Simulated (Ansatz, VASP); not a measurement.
## Two plane-wave programs on SiO2

File POSCAR:

```
SiO2
1.0
    4.2331690000      0.0000000000      0.0000000000
    0.0000000000      4.2331690000      0.0000000000
    0.0000000000      0.0000000000      2.6934950000
Si O
2 4
Direct
    0.0000000000      0.0000000000      0.0000000000
    0.5000000000      0.5000000000      0.5000000000
    0.8068390000      0.1931610000      0.5000000000
    0.3068390000      0.3068390000      0.0000000000
    0.1931610000      0.8068390000      0.5000000000
    0.6931610000      0.6931610000      0.0000000000
```

The input INCAR.step1:

```
ALGO = Normal
EDIFF = 1E-5
ENCUT = 660
GGA = PE
GGA_COMPAT = F
ISMEAR = 0
LASPH = T
LCHARG = F
LREAL = F
LWAVE = T
NBANDS = 25
NELM = 120
PREC = Accurate
SIGMA = 0.01
```

INCAR.step2

```
ALGO = Normal
EDIFF = 1E-6
ENCUT = 660
GGA_COMPAT = F
ISIF = 2
ISMEAR = 0
ISTART = 1
LASPH = T
LCHARG = F
LMIXTAU = T
LREAL = F
LWAVE = F
METAGGA = R2SCAN
NBANDS = 25
NELM = 120
PREC = Accurate
SIGMA = 0.01
```

KPOINTS

```
k-points
0
Gamma
  6 6 10
```

File input.yaml:

```yaml
crystal:
  lattice:
    - [4.233169, 0.0, 0.0]
    - [0.0, 4.233169, 0.0]
    - [0.0, 0.0, 2.693495]
  atoms:
    - { symbol: Si, position: [0.0, 0.0, 0.0] }
    - { symbol: Si, position: [0.5, 0.5, 0.5] }
    - { symbol: O, position: [0.806839, 0.193161, 0.5] }
    - { symbol: O, position: [0.306839, 0.306839, 0.0] }
    - { symbol: O, position: [0.193161, 0.806839, 0.5] }
    - { symbol: O, position: [0.693161, 0.693161, 0.0] }
kpoints:
  mp_grid: { grid: [6, 6, 10] }
  band_path:
    path:
      - [0.0, 0.0, 0.0]
      - [0.0, 0.5, 0.0]
      - [0.5, 0.5, 0.0]
      - [0.0, 0.0, 0.5]
      - [0.0, 0.5, 0.5]
      - [0.5, 0.5, 0.5]
    npoints: 1
hamiltonian:
  xc: r2scan
scf:
  occupations: { method: fixed }
  n_extra_bands: 5
output:
  forces: true
  stress: true
  eigenvalues: true
  write_density: true
  write_potential: true
  elf: true
  volumetric_format: npy
```

Alike in both runs: functional r2SCAN; k mesh 6 × 6 × 10; no spin polarisation.

|  | VASP | Ansatz |
| --- | --- | --- |
| version | VASP 6.6.1 | Ansatz 0.2.0 |
| potentials or method | VASP PAW PBE potentials, release 64 (Si, O) | Ansatz PAW |
| plane-wave cutoff (eV) | 660 | 500 |
| occupations | gaussian, width 0.01 eV | fixed |
| valence electrons in the cell | 32 | 32 |
| task | single point | band structure |

VASP gave:

```
gap on the k mesh at the Fermi level (eV)                     : 5.96
least direct gap on the mesh (eV)                             : 5.96
pressure (GPa)                                                : -9.7
traceless stress, the component that is largest in VASP (GPa) : -0.71
rms of the force components (eV/Å)                            : 0.039
```

What did Ansatz give for the same quantities?

gap on the k mesh at the Fermi level (eV): 5.97; least direct gap on the mesh (eV): 5.97; pressure (GPa): -9.6; traceless stress, the component that is largest in VASP (GPa): -1.27; rms of the force components (eV/Å): 0.047.

VASP's potentials were made for PBE, not for r2SCAN. Atom by atom the forces differ by 0.008 eV/Å (rms over components).
